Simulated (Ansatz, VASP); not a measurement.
## One calculation of KI, two programs

File INCAR:

```
PREC = Accurate
ENCUT = 520
EDIFF = 1E-6
ISMEAR = 0
SIGMA = 0.02
LREAL = F
LASPH = T
NELM = 60
ALGO = Normal
ISIF = 2
LWAVE = F
LCHARG = T
GGA = PE
LELF = T
LVHAR = T
NBANDS = 15
```

Contents of KPOINTS:

```
regular mesh
0
Gamma
  6 6 6
```

File POSCAR:

```
KI
1.0
    0.0000000000      3.2911737035      3.2911737035
    3.2911737035      0.0000000000      3.2911737035
    3.2911737035      3.2911737035      0.0000000000
K I
1 1
Direct
    0.0000000000      0.0000000000      0.0000000000
    0.5000000000      0.5000000000      0.5000000000
```

Input for Ansatz:

```yaml
crystal:
  lattice:
    - [0.0, 3.2911737035, 3.2911737035]
    - [3.2911737035, 0.0, 3.2911737035]
    - [3.2911737035, 3.2911737035, 0.0]
  atoms:
    - { symbol: K, position: [0.0, 0.0, 0.0] }
    - { symbol: I, position: [0.5, 0.5, 0.5] }
basis:
  ecutwfc: 420
kpoints:
  mp_grid: { grid: [6, 6, 6] }
hamiltonian:
  xc: pbe
scf:
  occupations: { method: gaussian, width: 0.02 }
output:
  forces: true
  stress: true
  eigenvalues: true
```

Alike in both runs: task single point; functional PBE; k mesh 6 × 6 × 6; occupations gaussian, width 0.02 eV; no spin polarisation.

```csv
,VASP,Ansatz
version,VASP 6.6.1,Ansatz 0.2.0
potentials or method,"VASP PAW PBE potentials, release 64 (K_sv, I), cutoff 520 eV","scalar-relativistic, plane waves, PAW"
valence electrons in the cell,16,26
```

|  | VASP | Ansatz | Ansatz less VASP |
| --- | --- | --- | --- |
| gap on the k mesh at the Fermi level (eV) | 4.47 | 4.48 | +0.011 |
| least direct gap on the mesh (eV) | 4.53 | 4.54 | +0.007 |
| pressure (GPa) | 5.3 | 5.2 | -0.08 |

VASP's potentials hold 16 valence electrons a cell and Ansatz's 26, so a difference there can come from the potentials and not from the codes.

Neither program's run includes spin-orbit coupling.
